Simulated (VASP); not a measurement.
# AlN (P6_3mc) in VASP: settings compared, part 3 of 3

VASP 6.6.1. Earlier steps stand in the parts before.

## Step 6: Electric field gradients, LDA

File INCAR:

```
PREC     = Accurate       # precision mode
ENCUT    = 520            # plane-wave cutoff, eV
EDIFF    = 1E-8           # SCF threshold, eV
ISMEAR   = -1             # smearing method
SIGMA    = 0.02           # smearing width, eV
LREAL    = False          # projectors in reciprocal space
LASPH    = True           # aspherical terms in the spheres
NELM     = 60             # most SCF steps
ALGO     = Normal         # electronic algorithm
ISIF     = 2              # what is computed and relaxed
LWAVE    = False          # write WAVECAR
LCHARG   = False          # write CHGCAR
GGA      = CA             # functional
LEFG     = True         
NBANDS   = 16             # bands
```

File KPOINTS:

```
regular mesh
0
Gamma
  11 11 6
```

File POSCAR:

```
AlN
1.0
    3.1130000000      0.0000000000      0.0000000000
   -1.5565000000      2.6959370820      0.0000000000
    0.0000000000      0.0000000000      4.9810000000
Al N
2 2
Direct
    0.3333333333      0.6666666667     -0.0009848543
    0.6666666667      0.3333333333      0.4990151457
    0.3333333333      0.6666666667      0.3809848543
    0.6666666667      0.3333333333      0.8809848543
```

Potentials or basis: VASP PAW LDA potentials, release 64 (Al, N).

The run is started by

```sh
$ cat potpaw_LDA.64/Al/POTCAR potpaw_LDA.64/N/POTCAR > POTCAR
$ mpirun -np 1 vasp_std > vasp.out
```

OUTCAR:

```text
PREC = Accurate
   ENCUT = 520
   EDIFF = 1E-8
   ISMEAR = -1
   LREAL = False
   LASPH = True
   NELM = 60
   ISIF = 2
   GGA = CA

 ion  position               nearest neighbor table
   1  0.333  0.667  0.999-   4 1.89   4 1.89   4 1.89   3 1.90   2 3.07   2 3.07   2 3.07   2 3.07
                             2 3.07   2 3.07
   2  0.667  0.333  0.499-   3 1.89   3 1.89   3 1.89   4 1.90   1 3.07   1 3.07   1 3.07   1 3.07
                             1 3.07   1 3.07
   3  0.333  0.667  0.381-   2 1.89   2 1.89   2 1.89   1 1.90
   4  0.667  0.333  0.881-   1 1.89   1 1.89   1 1.89   2 1.90

  LATTYP: Found a hexagonal cell.
 ALAT       =     3.1130000000
 C/A-ratio  =     1.6000642467

[... 688 lines left out ...]
---------------------------------------------------------------------
   1      -2.505    -2.505     5.010     0.000    -0.000     0.000
   2      -2.505    -2.505     5.010     0.000     0.000    -0.000
   3       0.092     0.093    -0.184     0.001    -0.000     0.000
   4       0.092     0.093    -0.184     0.001     0.000    -0.000
---------------------------------------------------------------------

 Electric field gradients after diagonalization (V/A^2)
 (convention: |V_zz| > |V_xx| > |V_yy|)
----------------------------------------------------------------------
 ion       V_xx      V_yy      V_zz     asymmetry (V_yy - V_xx)/ V_zz
----------------------------------------------------------------------
   1      -2.505    -2.505     5.010       0.000
   2      -2.505    -2.505     5.010       0.000
   3       0.093     0.091    -0.184       0.011
   4       0.093     0.091    -0.184       0.011
----------------------------------------------------------------------

           NMR quadrupolar parameters

 Cq : quadrupolar parameter    Cq=e*Q*V_zz/h
 eta: asymmetry parameters     (V_yy - V_xx)/ V_zz
 Q  : nuclear electric quadrupole moment in mb (millibarn)
----------------------------------------------------------------------
 ion       Cq(MHz)       eta       Q (mb)
----------------------------------------------------------------------
   1       0.012       0.000       1.000
   2       0.012       0.000       1.000
   3      -0.000       0.011       1.000
   4      -0.000       0.011       1.000
----------------------------------------------------------------------
```

OSZICAR:

```text
N       E                     dE             d eps       ncg     rms          rms(c)
DAV:   1     0.375105769540E+02    0.37511E+02   -0.73792E+03  2048   0.900E+02
DAV:   2    -0.346571013201E+02   -0.72168E+02   -0.66261E+02  2856   0.176E+02
DAV:   3    -0.378579821778E+02   -0.32009E+01   -0.31912E+01  2552   0.381E+01
DAV:   4    -0.378740571526E+02   -0.16075E-01   -0.16074E-01  2520   0.326E+00
DAV:   5    -0.378742167007E+02   -0.15955E-03   -0.15955E-03  2568   0.319E-01    0.122E+01
DAV:   6    -0.329444772074E+02    0.49297E+01   -0.11436E+01  2144   0.239E+01    0.432E+00
DAV:   7    -0.328922532909E+02    0.52224E-01   -0.49774E-01  2440   0.465E+00    0.281E+00
DAV:   8    -0.328335125406E+02    0.58741E-01   -0.70852E-02  2200   0.223E+00    0.350E-01
DAV:   9    -0.328307458374E+02    0.27667E-02   -0.57233E-03  2560   0.541E-01    0.223E-01
DAV:  10    -0.328309030373E+02   -0.15720E-03   -0.60428E-04  2312   0.154E-01    0.117E-01
DAV:  11    -0.328308518092E+02    0.51228E-04   -0.90095E-05  2312   0.699E-02    0.208E-02
DAV:  12    -0.328308513943E+02    0.41485E-06   -0.15582E-06  2584   0.949E-03    0.507E-03
DAV:  13    -0.328308512739E+02    0.12040E-06   -0.72388E-07  2456   0.616E-03    0.121E-03
DAV:  14    -0.328308512867E+02   -0.12755E-07   -0.12597E-08  1936   0.931E-04    0.900E-04
DAV:  15    -0.328308512868E+02   -0.16701E-09   -0.31297E-09  1320   0.429E-04
   1 F= -.32830851E+02 E0= -.32830851E+02  d E =-.354218E-11
```

It took 62 s on 1 thread of AMD EPYC 7R13, shared host; peak memory 0.13 GiB.

Results:

* Free energy: -32.8309 eV
* Pressure: -4.1 GPa
* Largest force: 0.006 eV/Å
* Band gap on the k mesh: 4.22 eV, direct

Forces on the atoms (eV/Å):
```
Al   0.000  0.000  0.006
Al   0.000  0.000  0.006
N    0.000  0.000 -0.006
N    0.000  0.000 -0.006
```

Stress tensor (GPa, compression positive):
```
-4.27  0.00  0.00
 0.00 -4.27  0.00
 0.00  0.00 -3.86
```

Levels at points of the mesh, in eV from the valence-band top:
| k point | band 6 | band 7 | band 8 | band 9 | band 10 | band 11 |
| --- | --- | --- | --- | --- | --- | --- |
| (0.00, 0.00, 0.00) | -0.22 | -0.22 | 0.00 | 4.22 | 6.52 | 10.47 |
| (0.00, 0.00, 0.50) | -0.56 | -0.56 | -0.56 | 6.40 | 6.40 | 10.13 |

Electric field gradients, principal values (V/Å²):
```
atom   least  middle  greatest (by size)
1 Al  -2.505  -2.505               5.010
2 Al  -2.505  -2.505               5.010
 3 N   0.091   0.093              -0.184
 4 N   0.091   0.093              -0.184
```

Caveat: without QUAD_EFG the Cq values of the log hold for a quadrupole moment of 1 mb, not for the nuclei. A hybrid or GW would open this gap; LDA tends to underestimate it.

## Step 7: The runs side by side

| level | potentials or basis | gap on the mesh (eV) | pressure (GPa) | largest force (eV/Å) |
| --- | --- | --- | --- | --- |
| PBE | VASP PAW PBE potentials, release 64 (Al, N) | 4.22 | 3.5 | 0.13 |
| LDA | VASP PAW LDA potentials, release 64 (Al, N) | 4.22 | -4.1 | 0.01 |
| r2SCAN | VASP PAW PBE potentials, release 64 (Al, N) | 4.87 | -1.4 | 0.01 |

Some of these runs hold the atoms at other places in the same cell, which the table doesn't show; runs alike in all that it shows share one row.

Alike in all rows: task electric field gradients; no spin polarisation; cell as given; k mesh 11 × 11 × 6; cutoff (eV) 520; smearing fermi-dirac 0.02 eV.

Caveats: the PAW data sets were made with another functional, which shifts forces and pressure a little (some runs).

Absolute energies hang on the potentials; compare differences alone.
